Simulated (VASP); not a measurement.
Write the native input for VASP 6.6.1 that does the following.

```yaml
Task: relaxation of cell and atoms
Functional: PBEsol
Potentials_or_basis: VASP PAW PBE potentials, release 64 (Ga_d)
Cutoff: 600 eV
k_mesh: 16 × 16 × 15
Occupations: fermi-dirac, width 0.1 eV
Spin: no spin polarisation
Target_pressure: 8 GPa
Dipole_correction: no
Further_INCAR_settings: ALGO = Normal; EDIFF = 1e-07; IBRION = 2; EDIFFG = -0.005; NSW = 60; ISIF = 3
```

The structure of Ga lies in POSCAR:

```
Ga
1.0
    2.7396743964      0.0000000000      0.0000000000
   -1.3698371982      2.3726276254      0.0000000000
    0.0000000000      0.0000000000      2.5752939326
Ga
1
Direct
    0.0000000000      0.0000000000      0.0000000000
```

This isn't the form of Ga at room conditions, which is orthorhombic.

One way to write it, as run:

INCAR

```
SYSTEM = Ga
ALGO = Normal ; EDIFF = 1E-7
EDIFFG = -0.005 ; ENCUT = 600
GGA = PS ; IBRION = 2
ISIF = 3 ; ISMEAR = -1
LASPH = .True. ; LCHARG = .False.
LREAL = .False. ; LWAVE = .False.
NELM = 100 ; NSW = 60
PREC = Accurate ; PSTRESS = 80.0
SIGMA = 0.1
```

KPOINTS

```
k-points
0
Gamma
  16 16 15
  0 0 0
```

Potentials or basis: VASP PAW PBE potentials, release 64 (Ga_d).

Run with:

```bash
$ cat potpaw_PBE.64/Ga_d/POTCAR > POTCAR
$ mpirun -np 1 vasp_std > vasp.out
```

It gave:

```yaml
Relaxed_volume: 16.39 Å³/atom
Relaxed_cell: a = 2.699 Å, b = 2.699 Å, c = 2.598 Å, α = 90.00°, β = 90.00°, γ = 120.00°
Space_group_after_relaxing_to_0.1_Å: P6/mmm (No. 191)
Energy_change_on_relaxing_the_run_minimises_the_enthalpy: +12.1 meV/atom
Ionic_steps: 5
Pressure_after_relaxing: 8.0 GPa
Band_gap_on_the_k_mesh: zero (an odd number of electrons rules out a gap without spin polarisation)
```

Caveat: the cell is relaxed towards a set pressure, so the run minimises the enthalpy, not the energy; the PAW data sets were made with another functional, which shifts forces and pressure a little.

Wall time 45 s on 1 thread of Intel(R) Xeon(R) 6975P-C (Granite Rapids), on a shared host, peak memory 0.18 GiB.
